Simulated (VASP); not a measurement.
Write the native input for VASP 6.6.1 that does the following.

```
Task                   : relaxation of shape and atoms at fixed volume
Functional             : PBE
Potentials or basis    : VASP PAW PBE potentials, release 64 (Hg)
Cutoff                 : 600 eV
k mesh                 : 7 × 7 × 10
Occupations            : fermi-dirac, width 0.05 eV
Spin                   : no spin polarisation
Dipole correction      : no
Further INCAR settings : ALGO = Normal; EDIFF = 1e-06; IBRION = 2; EDIFFG = -0.005; NSW = 50; ISIF = 4
```

The structure of Hg lies in POSCAR:

```
Hg
1.0
    4.9049978149      0.0000000000      0.0000000000
   -2.4524989074      4.2478527132      0.0000000000
    0.0000000000      0.0000000000      2.8855725739
Hg
3
Direct
    0.0000000000      0.0000000000      0.0000000000
    0.3333333333      0.6666666667      0.5000000000
    0.6666666667      0.3333333333      0.5000000000
```

These files were run (other wordings do the same):

INCAR

```
PREC = Accurate
ENCUT = 600
EDIFF = 1E-6
ISMEAR = -1
SIGMA = 0.05
LREAL = F
LASPH = T
NELM = 100
ALGO = Normal
ISIF = 4
LWAVE = F
LCHARG = F
GGA = PE
IBRION = 2
NSW = 50
EDIFFG = -0.005
```

KPOINTS

```
regular mesh
0
Gamma
  7 7 10
```

Potentials or basis: VASP PAW PBE potentials, release 64 (Hg).

Run with:

```sh
$ cat potpaw_PBE.64/Hg/POTCAR > POTCAR
$ mpirun -np 1 vasp_std > vasp.out
```

Results of the run:

```
Energy gained by relaxing : 0.5 meV/atom
Ionic steps               : 3
Pressure after relaxing   : 20.6 GPa
Band gap on the k mesh    : zero (bands 18 and 19 overlap by 4.93 eV)
```

Caveat: spin-orbit coupling is left out, which moves the levels of the heavy elements.

Wall time 2.2 min on 1 thread of Intel Xeon 8259CL, on a shared host, peak memory 0.23 GiB.
